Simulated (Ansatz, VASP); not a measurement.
**HCl: VASP beside Ansatz**

```
CELL_PARAMETERS angstrom
0.00000 3.63551 3.66655
1.53490 0.00000 3.66655
1.53490 3.63551 0.00000
ATOMIC_POSITIONS crystal
H 0.00000 0.00000 0.00000
Cl 0.50000 0.50000 0.50000
```

Alike in both runs: functional PBEsol; k mesh 6 × 6 × 6; occupations gaussian, width 0.1 eV; no spin polarisation.

Ansatz relaxed the structure, and its values are those at the end. VASP's run is a single point on that final structure, the one shown.

```csv
,VASP,Ansatz
version,VASP 6.6.1,Ansatz 0.2.0
potentials or method,"VASP PAW PBE potentials, release 64 (H, Cl), cutoff 520 eV","scalar-relativistic, plane waves, PAW"
valence electrons in the cell,8,8
```

VASP gave:

```
gap on the k mesh at the Fermi level (eV) : 2.82
least direct gap on the mesh (eV)         : 3.22
pressure (GPa)                            : -0.1
```

Task: What did Ansatz give for the same quantities?

Result: gap on the k mesh at the Fermi level (eV): 2.76; least direct gap on the mesh (eV): 3.16; pressure (GPa): 0.1.

VASP's potentials were made for PBE, not for PBEsol. The functional is the same, so the differences come from potentials, cutoffs and numerics.
